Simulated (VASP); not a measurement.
# Ge (Fd-3m) in VASP: further runs

Runs on Ge. Level: r2SCAN. Tasks: single point.

Program: VASP 6.6.1. These are calculated values, not measurements. Logs are shortened: lines on timing, memory, paths and dates and some standing lists are left out, and cuts for length are marked.

**1. The cell of the first run**

It takes space group Fd-3m (No. 227, cubic). The conventional cell has a = 5.660 Å, b = 5.660 Å, c = 5.660 Å, α = 90.00°, β = 90.00°, γ = 90.00°. Within 3.2 Å of Ge (site symmetry -43m) lie 4 Ge at 2.45 Å.

**2. Single point, r2SCAN**

Input file POSCAR:

```
Ge
1.0
    0.0000000000      2.8300005411      2.8300005411
    2.8300005411      0.0000000000      2.8300005411
    2.8300005411      2.8300005411      0.0000000000
Ge
2
Direct
    0.5000000000      0.5000000000      0.5000000000
    0.7500000000      0.7500000000      0.7500000000
```

Input file INCAR.step1:

```
SYSTEM = Ge
PREC = Accurate ; ENCUT = 520
ISMEAR = 0 ; SIGMA = 0.05
LREAL = .False. ; LASPH = .True.
NELM = 100 ; NBANDS = 21
GGA = PE ; ALGO = Normal
EDIFF = 1E-4 ; LWAVE = .True.
LCHARG = .False.
```

Input file INCAR.step2:

```
SYSTEM = Ge
PREC = Accurate ; ENCUT = 520
EDIFF = 1E-6 ; ISMEAR = 0
SIGMA = 0.05 ; LREAL = .False.
LASPH = .True. ; NELM = 100
ALGO = Normal ; ISIF = 2
LWAVE = .False. ; LCHARG = .False.
METAGGA = R2SCAN ; LMIXTAU = .True.
NBANDS = 21 ; ISTART = 1
```

Input file KPOINTS:

```
Automatic mesh
0
Gamma
  10 10 10
  0 0 0
```

Potentials or basis: VASP PAW PBE potentials, release 64 (Ge_d).

On the command line:

```
$ cat potpaw_PBE.64/Ge_d/POTCAR > POTCAR
$ cp INCAR.step1 INCAR
$ mpirun -np 1 vasp_std > vasp.out
$ cp INCAR.step2 INCAR
$ mpirun -np 1 vasp_std > vasp.out
```

OUTCAR:

```text
SYSTEM = Ge
   PREC = Accurate
   ENCUT = 520
   EDIFF = 1E-6
   ISMEAR = 0
   LREAL = .False.
   LASPH = .True.
   NELM = 100
   ISIF = 2
   METAGGA = R2SCAN
   ISTART = 1

 ion  position               nearest neighbor table
   1  0.500  0.500  0.500-   2 2.45   2 2.45   2 2.45   2 2.45
   2  0.750  0.750  0.750-   1 2.45   1 2.45   1 2.45   1 2.45

  LATTYP: Found a face centered cubic cell.
 ALAT       =     5.6600010822

  Lattice vectors:

 A1 = (   0.0000000000,   2.8300005411,   2.8300005411)
 A2 = (   2.8300005411,   0.0000000000,   2.8300005411)
 A3 = (   2.8300005411,   2.8300005411,   0.0000000000)

Analysis of symmetry for initial positions (statically):
=====================================================================
 Subroutine PRICEL returns:
 Original cell was already a primitive cell.

 Routine SETGRP: Setting up the symmetry group for a
 face centered cubic supercell.

 Subroutine GETGRP returns: Found 48 space group operations
 (whereof 24 operations were pure point group operations)
 out of a pool of 48 trial point group operations.

The static configuration has the point symmetry T_d .
 The point group associated with its full space group is O_h .

Analysis of symmetry for dynamics (positions and initial velocities):
=====================================================================
 Subroutine PRICEL returns:
 Original cell was already a primitive cell.

 Routine SETGRP: Setting up the symmetry group for a
 face centered cubic supercell.

 Subroutine GETGRP returns: Found 48 space group operations
 (whereof 24 operations were pure point group operations)
 out of a pool of 48 trial point group operations.

The dynamic configuration has the point symmetry T_d .
 The point group associated with its full space group is O_h .

 Subroutine INISYM returns: Found 48 space group operations
 (whereof 24 operations are pure point group operations),
 and found     1 'primitive' translations

----------------------------------------------------------------------------------------

                                     Primitive cell

  volume of cell :      45.3304

  direct lattice vectors                    reciprocal lattice vectors
     0.000000000  2.830000541  2.830000541    -0.176678411  0.176678411  0.176678411
     2.830000541  0.000000000  2.830000541     0.176678411 -0.176678411  0.176678411
     2.830000541  2.830000541  0.000000000     0.176678411  0.176678411 -0.176678411

  length of vectors
     4.002225147  4.002225147  4.002225147     0.306015985  0.306015985  0.306015985

  position of ions in fractional coordinates (direct lattice)
     0.500000000  0.500000000  0.500000000
     0.750000000  0.750000000  0.750000000

  ion indices of the primitive-cell ions
   primitive index   ion index
                 1           1
                 2           2

----------------------------------------------------------------------------------------

 KPOINTS: Automatic mesh

Automatic generation of k-mesh.
 Grid dimensions read from file:
 generate k-points for:   10   10   10

 Generating k-lattice:

  Cartesian coordinates                     Fractional coordinates (reciprocal lattice)
    -0.017667841  0.017667841  0.017667841     0.100000000  0.000000000  0.000000000
     0.017667841 -0.017667841  0.017667841     0.000000000  0.100000000  0.000000000
     0.017667841  0.017667841 -0.017667841     0.000000000  0.000000000  0.100000000

  Length of vectors
     0.030601599  0.030601599  0.030601599

  Shift w.r.t. Gamma in fractional coordinates (k-lattice)
     0.000000000  0.000000000  0.000000000

 Subroutine IBZKPT returns following result:
 ===========================================

 Found     47 irreducible k-points:

 Following reciprocal coordinates:
            Coordinates               Weight
  0.000000  0.000000  0.000000      1.000000
  0.100000  0.000000  0.000000      8.000000
  0.200000  0.000000  0.000000      8.000000
  0.300000  0.000000  0.000000      8.000000
  0.400000  0.000000  0.000000      8.000000
  0.500000  0.000000  0.000000      4.000000
[... 16 lines left out ...]
  0.300000  0.300000  0.000000      6.000000
  0.400000  0.300000  0.000000     24.000000
 [... further k-points ...]
   k-points           NKPTS =     47   k-points in BZ     NKDIM =     47   number of bands    NBANDS=     21
   number of dos      NEDOS =    301   number of ions     NIONS =      2
   total plane-waves  NPLWV =  27000
   dimension x,y,z NGX =    30 NGY =   30 NGZ =   30
   dimension x,y,z NGXF=    60 NGYF=   60 NGZF=   60
   ions per type =               2
   NGX,Y,Z   is equivalent  to a cutoff of  12.46, 12.46, 12.46 a.u.
   NGXF,Y,Z  is equivalent  to a cutoff of  24.92, 24.92, 24.92 a.u.
 SYSTEM =  Ge
   PREC   = accura    normal or accurate (medium, high low for compatibility)
   ISTART =      1    job   : 0-new  1-cont  2-samecut
   ICHARG =      0    charge: 1-file 2-atom 10-const
   ISPIN  =      1    spin polarized calculation?
   LNONCOLLINEAR =      F non collinear calculations
   LSORBIT =      F    spin-orbit coupling
   LASPH  =      T    aspherical Exc in radial PAW
   ENCUT  =  520.0 eV  38.22 Ry    6.18 a.u.   7.44  7.44  7.44*2*pi/ulx,y,z
   NELM   =    100;   NELMIN=  2; NELMDL=  0     # of ELM steps
   EDIFF  = 0.1E-05   stopping-criterion for ELM
   LREAL  =      F    real-space projection
   EDIFFG = 0.1E-04   stopping-criterion for IOM
   NSW    =      0    number of steps for IOM
   IBRION =     -1    ionic relax: 0-MD 1-quasi-New 2-CG
   NFREE  =      0    steps in history (QN), initial steepest desc. (CG)
   ISIF   =      2    stress and relaxation
   ISYM   =      2    0-nonsym 1-usesym 2-fastsym
   POTIM  = 0.5000    time-step for ionic-motion
   TEBEG  =    0.0;   TEEND  =   0.0 temperature during run
   PSTRESS=    0.0 pullay stress
   NELECT =      28.0000    total number of electrons
   NUPDOWN=      -1.0000    fix difference up-down
   EMIN   =  10.00;   EMAX   =-10.00  energy-range for DOS
   EFERMI =   0.00;   METHOD = LEGACY
   ISMEAR =     0;   SIGMA  =   0.05  broadening in eV -4-tet -1-fermi 0-gaus
   EFERMI_NEDOS =   21; number of points for ismear=-14 and -15
   IALGO  =     38    algorithm
   IMIX   =      4    mixing-type and parameters
     AMIX     =   0.40;   BMIX     =  1.00
     AMIX_MAG =   1.60;   BMIX_MAG =  1.00
  volume/ion in A,a.u.               =      22.67       152.95
  Fermi-wavevector in a.u.,A,eV,Ry     =   1.394219  2.634692 26.447638  1.943847
  Thomas-Fermi vector in A             =   2.517789
   LORBIT       =      0    0 simple, 1 ext, 2 COOP (PROOUT), +10 PAW based schemes
   METAGGA = R2SCAN    functional components
   LHFCALC =     F    Hartree Fock is set to
   AEXX    =    0.0000 exact exchange contribution
   IVDW    =     0    specifies the selected vdW correction
   LEPSILON=     F    determine dielectric tensor
   LRPA    =     F    only Hartree local field effects (RPA)
 non-spin polarized calculation
 Gauss-broadening in eV      SIGMA  =   0.05
  energy-cutoff  :      520.00
  volume of cell :       45.33
 maximum number of plane-waves:      1243
 NGX is ok and might be reduce to    30
   NGX = 15   NGY = 15   NGZ = 15

 number of electron      28.0000021 magnetization

 Free energy of the ion-electron system (eV)
  ---------------------------------------------------
  ext. energy  EPLUGINS =         0.00000000
  ---------------------------------------------------
  free energy    TOTEN  =       -27.74173241 eV

  energy without entropy =      -27.74173241  energy(sigma->0) =      -27.74173241

 E-fermi :   4.9857     XC(G=0): -10.8132

 val. band max:        4.7899212767   @ k =   0.0000   0.0000   0.0000
 cond. band min:       5.1822905771   @ k =   0.0000   0.0000   0.0000
 fundamental gap:      0.3923693004
 Fermi energy:         4.9856901449

 k-point     1 :       0.0000    0.0000    0.0000
  band No.  band energies     occupation
      1     -20.7032      2.00000
      2     -20.7032      2.00000
      3     -20.7032      2.00000
      4     -20.6639      2.00000
      5     -20.6639      2.00000
      6     -20.4470      2.00000
[... 13 lines left out ...]
     20      14.7228      0.00000
     21      14.7229      0.00000

 k-point     2 :       0.1000    0.0000    0.0000
  band No.  band energies     occupation
      1     -20.7091      2.00000
      2     -20.7091      2.00000
      3     -20.7015      2.00000
      4     -20.6556      2.00000
      5     -20.6556      2.00000
      6     -20.4543      2.00000
[... 13 lines left out ...]
     20      14.0352      0.00000
     21      14.0353      0.00000

 k-point     3 :       0.2000    0.0000    0.0000
  band No.  band energies     occupation
      1     -20.7184      2.00000
      2     -20.7184      2.00000
      3     -20.6971      2.00000
      4     -20.6407      2.00000
      5     -20.6407      2.00000
      6     -20.4655      2.00000
[... 13 lines left out ...]
     20      13.5264      0.00000
     21      13.5264      0.00000

 k-point     4 :       0.3000    0.0000    0.0000
  band No.  band energies     occupation
      1     -20.7247      2.00000
      2     -20.7247      2.00000
      3     -20.6915      2.00000
      4     -20.6284      2.00000
      5     -20.6284      2.00000
      6     -20.4736      2.00000
[... 13 lines left out ...]
     20      13.9236      0.00000
     21      13.9236      0.00000

 k-point     5 :       0.4000    0.0000    0.0000
  band No.  band energies     occupation
      1     -20.7277      2.00000
      2     -20.7277      2.00000
      3     -20.6869      2.00000
      4     -20.6218      2.00000
      5     -20.6218      2.00000
      6     -20.4770      2.00000
[... 13 lines left out ...]
     20      15.2220      0.00000
     21      15.2220      0.00000
[... 382 lines left out ...]
     20      14.7096      0.00000
     21      16.8471      0.00000

 k-point    22 :      -0.2000    0.2000    0.0000
  band No.  band energies     occupation
      1     -20.7339      2.00000
      2     -20.7334      2.00000
      3     -20.6751      2.00000
      4     -20.6298      2.00000
      5     -20.6052      2.00000
      6     -20.5003      2.00000
[... 13 lines left out ...]
     20      15.3012      0.00000
     21      15.8392      0.00000

 k-point    23 :       0.3000    0.3000    0.0000
  band No.  band energies     occupation
      1     -20.7272      2.00000
      2     -20.7272      2.00000
      3     -20.7040      2.00000
      4     -20.6130      2.00000
      5     -20.5700      2.00000
      6     -20.5602      2.00000
[... 13 lines left out ...]
     20      16.3348      0.00000
     21      16.7042      0.00000

 k-point    24 :       0.4000    0.3000    0.0000
  band No.  band energies     occupation
      1     -20.7380      2.00000
      2     -20.7320      2.00000
      3     -20.6867      2.00000
      4     -20.5970      2.00000
      5     -20.5786      2.00000
      6     -20.5520      2.00000
[... 13 lines left out ...]
     20      17.1382      0.00000
     21      17.1418      0.00000

 [... further k-points ...]

------------------------ aborting loop because EDIFF is reached ----------------------------------------

  FORCE on cell =-STRESS in cart. coord.  units (eV):
  Direction    XX          YY          ZZ          XY          YZ          ZX
  --------------------------------------------------------------------------------------
  -------------------------------------------------------------------------------------
  Total        0.1729552      0.1729552      0.1729552      0.0000000      0.0000000     -0.0000000
  in kB        6.1130049      6.1130049      6.1130049      0.0000000      0.0000000     -0.0000000
  external PRESSURE =       6.1130049 kB  Pullay stress =       0.0000000 kB

 VOLUME and BASIS-vectors are now :
 -----------------------------------------------------------------------------
  energy-cutoff  :      520.00
  volume of cell :       45.33
      direct lattice vectors                 reciprocal lattice vectors
     0.000000000  2.830000541  2.830000541    -0.176678411  0.176678411  0.176678411
     2.830000541  0.000000000  2.830000541     0.176678411 -0.176678411  0.176678411
     2.830000541  2.830000541  0.000000000     0.176678411  0.176678411 -0.176678411

 POSITION                                       TOTAL-FORCE (eV/Angst)
 -----------------------------------------------------------------------------------
      2.83000      2.83000      2.83000        -0.000000     -0.000000     -0.000000
      4.24500      4.24500      4.24500         0.000000      0.000000      0.000000
 -----------------------------------------------------------------------------------
    total drift:                                0.000000     -0.000000     -0.000000

  FREE ENERGIE OF THE ION-ELECTRON SYSTEM (eV)
  ---------------------------------------------------
  free  energy   TOTEN  =       -27.7417324108 eV

  energy  without entropy=      -27.7417324108  energy(sigma->0) =      -27.74173241
```

It used 240 s of CPU time on 1 thread of AMD EPYC 7R13 Processor (Zen 3), on a shared host.

Results:

| Property | Result |
| --- | --- |
| Free energy | -27.7417 eV |
| Pressure | 0.6 GPa |
| Band gap on the k mesh | 0.39 eV, direct |

Levels at points of the mesh, in eV from the valence-band top:
```
           k point  band 10  band 11  band 12  band 13  band 14  band 15  band 16  band 17  band 18  band 19
(0.00, 0.00, 0.00)   -25.22   -13.30     0.00     0.00     0.00     0.39     2.71     2.71     2.71     7.06
(0.50, 0.00, 0.00)   -25.19   -11.10    -7.86    -1.48    -1.48     0.44     4.00     4.00     7.65    11.20
(0.50, 0.50, 0.00)   -25.18    -9.21    -9.21    -3.22    -3.22     0.97     0.97    10.10    10.10    12.34
```

Caveat: the PAW data sets were made with another functional, which shifts forces and pressure a little.

(Continued in part 2 of 2.)
